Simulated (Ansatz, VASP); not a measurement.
**Mo in VASP and in Ansatz**

File INCAR:

```
PREC = Accurate
ENCUT = 500
EDIFF = 1E-6
ISMEAR = 0
SIGMA = 0.1
LREAL = F
LASPH = T
NELM = 120
ALGO = Normal
ISIF = 2
LWAVE = F
LCHARG = F
GGA = PS
NBANDS = 13
GGA_COMPAT = F
```

File KPOINTS:

```
Automatic mesh
0
Gamma
  18 18 18
```

Contents of POSCAR:

```
Mo
1.0
   -1.5646440655      1.5646440655      1.5646440655
    1.5646440655     -1.5646440655      1.5646440655
    1.5646440655      1.5646440655     -1.5646440655
Mo
1
Direct
    0.0000000000      0.0000000000      0.0000000000
```

Input for Ansatz:

```yaml
crystal:
  lattice:
    - [-1.5646440655, 1.5646440655, 1.5646440655]
    - [1.5646440655, -1.5646440655, 1.5646440655]
    - [1.5646440655, 1.5646440655, -1.5646440655]
  atoms:
    - { symbol: Mo, position: [0.0, 0.0, 0.0] }
basis:
  ecutwfc: 420
kpoints:
  mp_grid: { grid: [18, 18, 18] }
  band_path:
    path:
      - [0.0, 0.0, 0.0]
      - [0.5, -0.5, 0.5]
      - [0.0, 0.0, 0.5]
      - [0.25, 0.25, 0.25]
    npoints: 1
hamiltonian:
  xc: pbesol
scf:
  occupations: { method: gaussian, width: 0.1 }
  n_extra_bands: 4
output:
  forces: true
  stress: true
  eigenvalues: true
```

Alike in both runs: task single point; functional PBEsol; k mesh 18 × 18 × 18; occupations gaussian, width 0.1 eV; no spin polarisation.

|  | VASP | Ansatz |
| --- | --- | --- |
| version | VASP 6.6.1 | Ansatz 0.2.0 |
| potentials or method | VASP PAW PBE potentials, release 64 (Mo_sv), cutoff 500 eV | scalar-relativistic, plane waves, PAW |
| valence electrons in the cell | 14 | 14 |

|  | VASP | Ansatz | Ansatz less VASP |
| --- | --- | --- | --- |
| gap on the k mesh at the Fermi level (eV) | none | none | - |
| pressure (GPa) | 0.6 | 0.0 | -0.58 |

VASP's potentials were made for PBE, not for PBEsol. A gap of «none» marks a metal or a gap that the smearing closes.
